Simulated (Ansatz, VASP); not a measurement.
Two plane-wave programs on Ga4Sb3P

```
P Ga Sb
1.0
     4.21878    0.00000    0.00000
     0.00000    8.44250    0.00000
     0.00000    0.00000    5.94310
P Ga Sb
1 4 3
Direct
  0.00000 0.00000 0.00099
  0.50000 0.00000 0.78612
  0.00000 0.77074 0.23691
  0.50000 0.50000 0.73789
  0.00000 0.22926 0.23691
  0.50000 0.76103 0.50030
  0.00000 0.50000 0.00056
  0.50000 0.23897 0.50030
```

Alike in both runs: task single point; functional PBE; k mesh 6 × 4 × 4; occupations fermi-dirac, width 0.02 eV; no spin polarisation.

|  | VASP | Ansatz |
| --- | --- | --- |
| version | VASP 6.6.1 | Ansatz 0.2.0 |
| potentials or method | VASP PAW PBE potentials, release 64 (P, Ga_d, Sb) | plane waves, PAW |
| plane-wave cutoff (eV) | 520 | 420 |
| valence electrons in the cell | 72 | 102 |

Ansatz gave:

| Quantity | Value |
| --- | --- |
| pressure (GPa) | 2.1 |
| rms of the force components (eV/Å) | 0.029 |

Estimate VASP's values.

pressure (GPa): 2.2; rms of the force components (eV/Å): 0.031.

VASP's potentials hold 72 valence electrons a cell and Ansatz's 102, so a difference there can come from the potentials and not from the codes.

Spin-orbit coupling is off throughout.
